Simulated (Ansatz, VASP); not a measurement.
## One calculation of KBr, two programs

```xyz
2
Lattice="5.0408 0.0000 0.0000 -2.5204 4.3655 0.0000 0.0000 0.0000 5.9176" Properties=species:S:1:pos:R:3 pbc="T T T"
K     0.0000    0.0000    2.9588
Br    0.0000    0.0000    0.0000
```

Alike in both runs: functional PBE; k mesh 4 × 4 × 3; occupations gaussian, width 0.15 eV; no spin polarisation.

Ansatz relaxed the structure, and its values are those at the end. VASP's run is a single point on that final structure, the one shown.

```csv
,VASP,Ansatz
version,VASP 6.6.1,Ansatz 0.2.0
potentials or method,"VASP PAW PBE potentials, release 64 (K_sv, Br), cutoff 500 eV","scalar-relativistic, plane waves, PAW"
valence electrons in the cell,16,16
```

```tsv
	VASP	Ansatz	Ansatz less VASP
gap on the k mesh at the Fermi level (eV)	2.56	2.56	+0.001
least direct gap on the mesh (eV)	2.56	2.56	+0.001
pressure (GPa)	0.5	0.5	-0.02
```
